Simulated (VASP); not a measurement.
# TcN2 (Fm-3m) in VASP: a series of runs

The runs below take TcN2 through single point, with PBE.

All numbers are computed with VASP 6.6.1; they aren't measurements. Logs are shortened: lines on timing, memory, paths and dates and some standing lists are left out, and cuts for length are marked.

## 1. The cell of the first run

It takes space group Fm-3m (No. 225, cubic). Conventional cell: a = 4.889 Å, b = 4.889 Å, c = 4.889 Å, α = 90.00°, β = 90.00°, γ = 90.00°. Within 2.8 Å of Tc (site symmetry m-3m) lie 8 N at 2.12 Å. Within 2.8 Å of N (site symmetry -43m) lie 4 Tc at 2.12 Å and 6 N at 2.44 Å.

## 2. Single point, PBE

INCAR

```
SYSTEM = TcN2
PREC     = Accurate       ! precision mode
ENCUT    = 600            ! plane-wave cutoff, eV
EDIFF    = 1E-6           ! SCF threshold, eV
ISMEAR   = 0              ! smearing method
SIGMA    = 0.05           ! smearing width, eV
LREAL    = .False.        ! projectors in reciprocal space
LASPH    = .True.         ! aspherical terms in the spheres
NELM     = 120            ! most SCF steps
ALGO     = Normal         ! electronic algorithm
ISIF     = 2              ! what is computed and relaxed
LWAVE    = .False.        ! write WAVECAR
LCHARG   = .True.         ! write CHGCAR
GGA      = PE             ! functional
LELF     = .True.         ! ELF
LVHAR    = .True.       
NBANDS   = 18             ! bands
GGA_COMPAT= .False.
```

KPOINTS

```
Automatic mesh
0
Gamma
  9 9 9
  0 0 0
```

POSCAR

```
TcN2
1.0
    0.0000000000      2.4445500000      2.4445500000
    2.4445500000      0.0000000000      2.4445500000
    2.4445500000      2.4445500000      0.0000000000
Tc N
1 2
Direct
    0.0000000000      0.0000000000      0.0000000000
    0.7500000000      0.7500000000      0.7500000000
    0.2500000000      0.2500000000      0.2500000000
```

Potentials or basis: VASP PAW PBE potentials, release 64 (Tc_pv, N).

Run with:

```
cat potpaw_PBE.64/Tc_pv/POTCAR potpaw_PBE.64/N/POTCAR > POTCAR
mpirun -np 1 vasp_std > vasp.out
```

OUTCAR:

```text
SYSTEM = TcN2
   PREC = Accurate
   ENCUT = 600
   EDIFF = 1E-6
   ISMEAR = 0
   LREAL = .False.
   LASPH = .True.
   NELM = 120
   ISIF = 2
   GGA = PE

 ion  position               nearest neighbor table
   1  0.000  0.000  0.000-   2 2.12   2 2.12   2 2.12   2 2.12   3 2.12   3 2.12   3 2.12   3 2.12

   2  0.750  0.750  0.750-   1 2.12   1 2.12   1 2.12   1 2.12
   3  0.250  0.250  0.250-   1 2.12   1 2.12   1 2.12   1 2.12

  LATTYP: Found a face centered cubic cell.
 ALAT       =     4.8891000000

  Lattice vectors:

 A1 = (   0.0000000000,   2.4445500000,   2.4445500000)
 A2 = (   2.4445500000,   0.0000000000,   2.4445500000)
 A3 = (   2.4445500000,   2.4445500000,   0.0000000000)

Analysis of symmetry for initial positions (statically):
=====================================================================
 Subroutine PRICEL returns:
 Original cell was already a primitive cell.

 Routine SETGRP: Setting up the symmetry group for a
 face centered cubic supercell.

 Subroutine GETGRP returns: Found 48 space group operations
 (whereof 48 operations were pure point group operations)
 out of a pool of 48 trial point group operations.

The static configuration has the point symmetry O_h .

Analysis of symmetry for dynamics (positions and initial velocities):
=====================================================================
 Subroutine PRICEL returns:
 Original cell was already a primitive cell.

 Routine SETGRP: Setting up the symmetry group for a
 face centered cubic supercell.

 Subroutine GETGRP returns: Found 48 space group operations
 (whereof 48 operations were pure point group operations)
 out of a pool of 48 trial point group operations.

The dynamic configuration has the point symmetry O_h .

 Subroutine INISYM returns: Found 48 space group operations
 (whereof 48 operations are pure point group operations),
 and found     1 'primitive' translations

----------------------------------------------------------------------------------------

                                     Primitive cell

  volume of cell :      29.2164

  direct lattice vectors                    reciprocal lattice vectors
     0.000000000  2.444550000  2.444550000    -0.204536622  0.204536622  0.204536622
     2.444550000  0.000000000  2.444550000     0.204536622 -0.204536622  0.204536622
     2.444550000  2.444550000  0.000000000     0.204536622  0.204536622 -0.204536622

  length of vectors
     3.457115764  3.457115764  3.457115764     0.354267822  0.354267822  0.354267822

  position of ions in fractional coordinates (direct lattice)
     0.000000000  0.000000000  0.000000000
     0.750000000  0.750000000  0.750000000
     0.250000000  0.250000000  0.250000000

  ion indices of the primitive-cell ions
   primitive index   ion index
                 1           1
                 2           2
                 3           3

----------------------------------------------------------------------------------------

 KPOINTS: Automatic mesh

Automatic generation of k-mesh.
 Grid dimensions read from file:
 generate k-points for:    9    9    9

 Generating k-lattice:

  Cartesian coordinates                     Fractional coordinates (reciprocal lattice)
    -0.022726291  0.022726291  0.022726291     0.111111111  0.000000000  0.000000000
     0.022726291 -0.022726291  0.022726291     0.000000000  0.111111111  0.000000000
     0.022726291  0.022726291 -0.022726291     0.000000000  0.000000000  0.111111111

  Length of vectors
     0.039363091  0.039363091  0.039363091

  Shift w.r.t. Gamma in fractional coordinates (k-lattice)
     0.000000000  0.000000000  0.000000000

 Subroutine IBZKPT returns following result:
 ===========================================

 Found     35 irreducible k-points:

 Following reciprocal coordinates:
            Coordinates               Weight
  0.000000  0.000000  0.000000      1.000000
  0.111111  0.000000  0.000000      8.000000
  0.222222  0.000000  0.000000      8.000000
  0.333333  0.000000  0.000000      8.000000
  0.444444  0.000000  0.000000      8.000000
  0.111111  0.111111  0.000000      6.000000
[... 16 lines left out ...]
 -0.333333  0.333333  0.000000     12.000000
  0.444444  0.444444  0.000000      6.000000
 [... further k-points ...]
   k-points           NKPTS =     35   k-points in BZ     NKDIM =     35   number of bands    NBANDS=     18
   number of dos      NEDOS =    301   number of ions     NIONS =      3
   total plane-waves  NPLWV =  21952
   dimension x,y,z NGX =    28 NGY =   28 NGZ =   28
   dimension x,y,z NGXF=    56 NGYF=   56 NGZF=   56
   ions per type =               1   2
   NGX,Y,Z   is equivalent  to a cutoff of  13.46, 13.46, 13.46 a.u.
   NGXF,Y,Z  is equivalent  to a cutoff of  26.93, 26.93, 26.93 a.u.
 SYSTEM =  TcN2
   PREC   = accura    normal or accurate (medium, high low for compatibility)
   ISTART =      0    job   : 0-new  1-cont  2-samecut
   ICHARG =      2    charge: 1-file 2-atom 10-const
   ISPIN  =      1    spin polarized calculation?
   LNONCOLLINEAR =      F non collinear calculations
   LSORBIT =      F    spin-orbit coupling
   LASPH  =      T    aspherical Exc in radial PAW
   ENCUT  =  600.0 eV  44.10 Ry    6.64 a.u.   6.90  6.90  6.90*2*pi/ulx,y,z
   NELM   =    120;   NELMIN=  2; NELMDL= -5     # of ELM steps
   EDIFF  = 0.1E-05   stopping-criterion for ELM
   LREAL  =      F    real-space projection
   EDIFFG = 0.1E-04   stopping-criterion for IOM
   NSW    =      0    number of steps for IOM
   IBRION =     -1    ionic relax: 0-MD 1-quasi-New 2-CG
   NFREE  =      0    steps in history (QN), initial steepest desc. (CG)
   ISIF   =      2    stress and relaxation
   ISYM   =      2    0-nonsym 1-usesym 2-fastsym
   POTIM  = 0.5000    time-step for ionic-motion
   TEBEG  =    0.0;   TEEND  =   0.0 temperature during run
   PSTRESS=    0.0 pullay stress
   NELECT =      23.0000    total number of electrons
   NUPDOWN=      -1.0000    fix difference up-down
   EMIN   =  10.00;   EMAX   =-10.00  energy-range for DOS
   EFERMI =   0.00;   METHOD = LEGACY
   ISMEAR =     0;   SIGMA  =   0.05  broadening in eV -4-tet -1-fermi 0-gaus
   EFERMI_NEDOS =   21; number of points for ismear=-14 and -15
   IALGO  =     38    algorithm
   IMIX   =      4    mixing-type and parameters
     AMIX     =   0.40;   BMIX     =  1.00
     AMIX_MAG =   1.60;   BMIX_MAG =  1.00
  volume/ion in A,a.u.               =       9.74        65.72
  Fermi-wavevector in a.u.,A,eV,Ry     =   1.511617  2.856542 31.089134  2.284987
  Thomas-Fermi vector in A             =   2.621651
   LORBIT       =      0    0 simple, 1 ext, 2 COOP (PROOUT), +10 PAW based schemes
   GGA     = PE    functional components
   LHFCALC =     F    Hartree Fock is set to
   AEXX    =    0.0000 exact exchange contribution
   IVDW    =     0    specifies the selected vdW correction
   LEPSILON=     F    determine dielectric tensor
   LRPA    =     F    only Hartree local field effects (RPA)
 non-spin polarized calculation
 Gauss-broadening in eV      SIGMA  =   0.05
  energy-cutoff  :      600.00
  volume of cell :       29.22
 maximum number of plane-waves:       986
   NGX = 13   NGY = 13   NGZ = 13

 number of electron      23.0000001 magnetization

 Free energy of the ion-electron system (eV)
  ---------------------------------------------------
  ext. energy  EPLUGINS =         0.00000000
  ---------------------------------------------------
  free energy    TOTEN  =       -24.65721832 eV

  energy without entropy =      -24.65320967  energy(sigma->0) =      -24.65521399

 E-fermi :   8.8403     XC(G=0): -12.7867

 val. band max:        8.8375969335   @ k =   0.3333   0.1111   0.0000
 cond. band min:       8.8568575566   @ k =  -0.3333   0.4444   0.2222
 fundamental gap:      0.0192606231
 Fermi energy:         8.8402524433

 k-point     1 :       0.0000    0.0000    0.0000
  band No.  band energies     occupation
      1     -30.7241      2.00000
      2     -30.7241      2.00000
      3     -30.7241      2.00000
      4      -8.0603      2.00000
      5      -2.2977      2.00000
      6       1.8980      2.00000
[... 10 lines left out ...]
     17      17.9756      0.00000
     18      21.4309      0.00000

 k-point     2 :       0.1111    0.0000    0.0000
  band No.  band energies     occupation
      1     -30.7439      2.00000
      2     -30.7269      2.00000
      3     -30.7269      2.00000
      4      -7.8740      2.00000
      5      -2.7599      2.00000
      6       2.0302      2.00000
[... 10 lines left out ...]
     17      18.3364      0.00000
     18      21.6510      0.00000

 k-point     3 :       0.2222    0.0000    0.0000
  band No.  band energies     occupation
      1     -30.7935      2.00000
      2     -30.7341      2.00000
      3     -30.7341      2.00000
      4      -7.3677      2.00000
      5      -3.6023      2.00000
      6       2.3692      2.00000
[... 10 lines left out ...]
     17      19.1417      0.00000
     18      22.0343      0.00000

 k-point     4 :       0.3333    0.0000    0.0000
  band No.  band energies     occupation
      1     -30.8493      2.00000
      2     -30.7423      2.00000
      3     -30.7423      2.00000
      4      -6.7072      2.00000
      5      -4.3228      2.00000
      6       2.7394      2.00000
[... 375 lines left out ...]
      4      -5.3201      2.00000
      5      -5.1008      2.00000
      6       1.7401      2.00000
[... 10 lines left out ...]
     17      20.1504      0.00000
     18      23.6638      0.00000

 k-point    23 :      -0.3333    0.3333    0.0000
  band No.  band energies     occupation
      1     -30.8401      2.00000
      2     -30.8357      2.00000
      3     -30.7644      2.00000
      4      -5.4337      2.00000
      5      -5.0617      2.00000
      6       2.0569      2.00000
[... 10 lines left out ...]
     17      20.1789      0.00000
     18      23.5519      0.00000

 k-point    24 :       0.4444    0.4444    0.0000
  band No.  band energies     occupation
      1     -30.8858      2.00000
      2     -30.7813      2.00000
      3     -30.7813      2.00000
      4      -5.3151      2.00000
      5      -5.0670      2.00000
      6       1.2436      2.00000
[... 10 lines left out ...]
     17      20.1209      0.00000
     18      23.5206      0.00000

 [... further k-points ...]

------------------------ aborting loop because EDIFF is reached ----------------------------------------

  FORCE on cell =-STRESS in cart. coord.  units (eV):
  Direction    XX          YY          ZZ          XY          YZ          ZX
  --------------------------------------------------------------------------------------
  -------------------------------------------------------------------------------------
  Total       -1.0696701     -1.0696701     -1.0696701      0.0000000     -0.0000000      0.0000000
  in kB      -58.6588686    -58.6588686    -58.6588686      0.0000000     -0.0000000      0.0000000
  external PRESSURE =     -58.6588686 kB  Pullay stress =       0.0000000 kB

 VOLUME and BASIS-vectors are now :
 -----------------------------------------------------------------------------
  energy-cutoff  :      600.00
  volume of cell :       29.22
      direct lattice vectors                 reciprocal lattice vectors
     0.000000000  2.444550000  2.444550000    -0.204536622  0.204536622  0.204536622
     2.444550000  0.000000000  2.444550000     0.204536622 -0.204536622  0.204536622
     2.444550000  2.444550000  0.000000000     0.204536622  0.204536622 -0.204536622

 POSITION                                       TOTAL-FORCE (eV/Angst)
 -----------------------------------------------------------------------------------
      0.00000      0.00000      0.00000         0.000000      0.000000      0.000000
      3.66683      3.66683      3.66683         0.000000      0.000000      0.000000
      1.22228      1.22228      1.22228        -0.000000     -0.000000     -0.000000
 -----------------------------------------------------------------------------------
    total drift:                               -0.000000     -0.000000      0.000000

  FREE ENERGIE OF THE ION-ELECTRON SYSTEM (eV)
  ---------------------------------------------------
  free  energy   TOTEN  =       -24.6572183230 eV

  energy  without entropy=      -24.6532096669  energy(sigma->0) =      -24.65521399
```

It took 11 s on 1 thread of Intel Xeon 6975P-C (Granite Rapids), shared host; peak memory 0.16 GiB.

Results:

* Free energy: -24.6572 eV
* Pressure: -5.9 GPa
* Band gap on the k mesh: zero (an odd number of electrons rules out a gap without spin polarisation)

Caveat: the cell stands under tension.

## 3. Single point, PBE

INCAR

```
PREC = Accurate ; ENCUT = 600
EDIFF = 1E-6 ; ISMEAR = 0
SIGMA = 0.025 ; LREAL = False
LASPH = True ; NELM = 120
ALGO = Normal ; ISIF = 2
LWAVE = False ; LCHARG = False
GGA = PE ; NBANDS = 18
GGA_COMPAT = False
```

KPOINTS

```
Automatic mesh
0
Gamma
  9 9 9
```

POSCAR is that of step 2.

Potentials or basis: VASP PAW PBE potentials, release 64 (Tc_pv, N).

Run with:

```
cat potpaw_PBE.64/Tc_pv/POTCAR potpaw_PBE.64/N/POTCAR > POTCAR
mpirun -np 1 vasp_std > vasp.out
```

Wall time 10 s (1 thread of Intel Xeon 6975P-C (Granite Rapids), shared host); peak memory 0.16 GiB.

Results (log left out):

```yaml
Free_energy: -24.6556 eV
Pressure: -5.9 GPa
Band_gap_on_the_k_mesh: zero (an odd number of electrons rules out a gap without spin polarisation)
```

Levels at points of the mesh, in eV from the Fermi level:
| k point | band 8 | band 9 | band 10 | band 11 | band 12 | band 13 | band 14 | band 15 |
| --- | --- | --- | --- | --- | --- | --- | --- | --- |
| (0.00, 0.00, 0.00) | -6.94 | -1.09 | -1.09 | 0.26 | 0.26 | 0.26 | 6.17 | 6.17 |

Caveat: the cell stands under tension.
